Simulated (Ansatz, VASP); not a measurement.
## Two plane-wave programs on SrO

```
Sr O
1.0
     0.00000    2.56241    2.56241
     2.56241    0.00000    2.56241
     2.56241    2.56241    0.00000
Sr O
1 1
Direct
  0.50000 0.50000 0.50000
  0.00000 0.00000 0.00000
```

Alike in both runs: task single point; functional PBE; k mesh 12 × 12 × 12; occupations gaussian, width 0.05 eV; no spin polarisation.

|  | VASP | Ansatz |
| --- | --- | --- |
| version | VASP 6.6.1 | Ansatz 0.2.0 |
| potentials or method | VASP PAW PBE potentials, release 64 (Sr_sv, O), cutoff 520 eV | scalar-relativistic, plane waves, PAW |
| valence electrons in the cell | 16 | 16 |

VASP gave:

```
gap on the k mesh at the Fermi level (eV) : 3.26
least direct gap on the mesh (eV)         : 3.34
pressure (GPa)                            : 4.4
```

**Question.** What did Ansatz give for the same quantities?

**Answer.** gap on the k mesh at the Fermi level (eV): 3.31; least direct gap on the mesh (eV): 3.38; pressure (GPa): 3.8.
